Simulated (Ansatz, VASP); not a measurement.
**Two plane-wave programs on MoN2**

Contents of INCAR:

```
SYSTEM = MoN2
ALGO = Normal ; EDIFF = 1E-6
ENCUT = 520 ; GGA = PS
ISIF = 2 ; ISMEAR = 0
LASPH = .TRUE. ; LCHARG = .FALSE.
LREAL = .FALSE. ; LWAVE = .FALSE.
NBANDS = 33 ; NELM = 80
PREC = Accurate ; SIGMA = 0.15
```

File KPOINTS:

```
k-points
0
G
  12 12 18
  0 0 0
```

Contents of POSCAR:

```
MoN2
1.0
    4.2866467491      0.0000000000      0.0000000000
    0.0000000000      4.2866467491      0.0000000000
    0.0000000000      0.0000000000      2.7284347069
Mo N
2 4
Direct
    0.5000000000      0.5000000000      0.0000000000
    0.0000000000      0.0000000000      0.0000000000
    0.8872955619      0.3872955619      0.3167447443
    0.1127044381      0.6127044381      0.3167447443
    0.3872955619      0.1127044381      0.3167447443
    0.6127044381      0.8872955619      0.3167447443
```

Input for Ansatz:

```yaml
crystal:
  lattice:
    - [4.2866467491, 0.0, 0.0]
    - [0.0, 4.2866467491, 0.0]
    - [0.0, 0.0, 2.7284347069]
  atoms:
    - { symbol: Mo, position: [0.5, 0.5, 0.0] }
    - { symbol: Mo, position: [0.0, 0.0, 0.0] }
    - { symbol: "N", position: [0.8872955619, 0.3872955619, 0.3167447443] }
    - { symbol: "N", position: [0.1127044381, 0.6127044381, 0.3167447443] }
    - { symbol: "N", position: [0.3872955619, 0.1127044381, 0.3167447443] }
    - { symbol: "N", position: [0.6127044381, 0.8872955619, 0.3167447443] }
basis:
  ecutwfc: 420
kpoints:
  mp_grid: { grid: [12, 12, 18] }
hamiltonian:
  xc: pbesol
scf:
  occupations: { method: gaussian, width: 0.15 }
output:
  forces: true
  stress: true
  eigenvalues: true
```

Change from the starting cell: all N atoms moved -0.500 Å, as atom 3 along Cartesian [0 0 1].

Alike in both runs: task single point; functional PBEsol; k mesh 12 × 12 × 18; occupations gaussian, width 0.15 eV; no spin polarisation.

|  | VASP | Ansatz |
| --- | --- | --- |
| version | VASP 6.6.1 | Ansatz 0.2.0 |
| potentials or method | VASP PAW PBE potentials, release 64 (Mo_sv, N), cutoff 520 eV | scalar-relativistic, plane waves, PAW |
| valence electrons in the cell | 48 | 48 |

```tsv
	VASP	Ansatz	Ansatz less VASP
gap on the k mesh at the Fermi level (eV)	none	none	-
rms of the force components (eV/Å)	2.361	2.361	+0.0001
```

VASP's potentials were made for PBE, not for PBEsol. Atom by atom the forces differ by 0.049 eV/Å (rms over components). A gap of «none» marks a metal or a gap that the smearing closes.
